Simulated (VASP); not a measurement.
Wanted: the native input for a VASP 6.6.1 run.

```yaml
Task: single point
Functional: BLYP
Dispersion: D3(BJ)
Potentials_or_basis: VASP PAW PBE potentials, release 64 (Ba_sv, Ti_sv, O)
Cutoff: 520 eV
k_mesh: 7 × 7 × 7
Occupations: fermi-dirac, width 0.05 eV
Spin: no spin polarisation
Dipole_correction: no
Further_INCAR_settings: ALGO = Normal; EDIFF = 1e-07; NBANDS = 28
```

The structure of BaTiO3 lies in POSCAR:

```
BaTiO3
1.0
    2.8430112572      1.6414133146      2.3326163951
   -2.8430112572      1.6414133146      2.3326163951
    0.0000000000     -3.2828266293      2.3326163951
Ba Ti O
1 1 3
Direct
   -0.0032431908     -0.0032431908     -0.0032431908
    0.4843514305      0.4843514305      0.4843514305
    0.5101842548      0.0177232506      0.5101842548
    0.0177232506      0.5101842548      0.5101842548
    0.5101842548      0.5101842548      0.0177232506
```

One way to write it, as run:

INCAR

```
SYSTEM = BaTiO3
PREC = Accurate
ENCUT = 520
EDIFF = 1E-7
ISMEAR = -1
SIGMA = 0.05
LREAL = .False.
LASPH = .True.
NELM = 80
ALGO = Normal
ISIF = 2
LWAVE = .False.
LCHARG = .False.
GGA = B5
ALDAX = 1.0
AGGAX = 1.0
AGGAC = 1.0
ALDAC = 0.0
IVDW = 12
VDW_S6 = 1.0
VDW_S8 = 2.6996
VDW_A1 = 0.4298
VDW_A2 = 4.2359
NBANDS = 28
```

KPOINTS

```
Automatic mesh
0
Gamma
  7 7 7
  0 0 0
```

Potentials or basis: VASP PAW PBE potentials, release 64 (Ba_sv, Ti_sv, O).

Run with:

```sh
$ cat potpaw_PBE.64/Ba_sv/POTCAR potpaw_PBE.64/Ti_sv/POTCAR potpaw_PBE.64/O/POTCAR > POTCAR
$ mpirun -np 1 vasp_std > vasp.out
```

It gave:

| Item | Value |
| --- | --- |
| Pressure | 2.0 GPa |
| Largest force | 0.136 eV/Å |
| Band gap on the k mesh | 2.44 eV (least direct gap 2.80 eV) |
| Dispersion energy per atom | -0.602 eV |

Caveat: the PAW data sets were made with another functional, which shifts forces and pressure a little; spin-orbit coupling is left out, which moves the levels of the heavy elements; an odd mesh through Γ misses points on the zone boundary, where band edges can lie.

It took 3.3 min on 1 thread of Intel Xeon 8259CL, with other jobs on the host, peak memory 0.21 GiB.
